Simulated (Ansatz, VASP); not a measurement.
# Two plane-wave programs on InSb

INCAR

```
PREC = Accurate ; ENCUT = 520
EDIFF = 1E-6 ; ISMEAR = -1
SIGMA = 0.02 ; LREAL = F
LASPH = T ; NELM = 80
ALGO = Normal ; ISIF = 2
LWAVE = F ; LCHARG = F
GGA = PE ; NBANDS = 16
```

File KPOINTS:

```
Automatic mesh
0
Gamma
  6 6 6
```

File POSCAR:

```
InSb
1.0
    0.0000000000      3.3187602570      3.3187602570
    3.3187602570      0.0000000000      3.3187602570
    3.3187602570      3.3187602570      0.0000000000
In Sb
1 1
Direct
    0.0000000000      0.0000000000      0.0000000000
    0.2500000000      0.2500000000      0.2500000000
```

Input for Ansatz:

```yaml
crystal:
  lattice:
    - [0.0, 3.318760257, 3.318760257]
    - [3.318760257, 0.0, 3.318760257]
    - [3.318760257, 3.318760257, 0.0]
  atoms:
    - { symbol: In, position: [0.0, 0.0, 0.0] }
    - { symbol: Sb, position: [0.25, 0.25, 0.25] }
kpoints:
  mp_grid: { grid: [6, 6, 6] }
hamiltonian:
  xc: pbe
scf:
  occupations: { method: fermi_dirac, width: 0.02 }
  n_extra_bands: 4
output:
  forces: true
  stress: true
  eigenvalues: true
```

Alike in both runs: task single point; functional PBE; k mesh 6 × 6 × 6; occupations fermi-dirac, width 0.02 eV; no spin polarisation.

|  | VASP | Ansatz |
| --- | --- | --- |
| version | VASP 6.6.1 | Ansatz 0.2.0 |
| potentials or method | VASP PAW PBE potentials, release 64 (In_d, Sb) | plane waves, PAW |
| plane-wave cutoff (eV) | 520 | 420 |
| valence electrons in the cell | 18 | 28 |

|  | VASP | Ansatz | Ansatz less VASP |
| --- | --- | --- | --- |
| pressure (GPa) | 0.0 | 0.0 | +0.03 |

With one functional, cell and mesh, what is left measures potentials, basis and numerics. VASP's potentials hold 18 valence electrons a cell and Ansatz's 28, so a difference there can come from the potentials and not from the codes.

Spin-orbit coupling is off throughout.
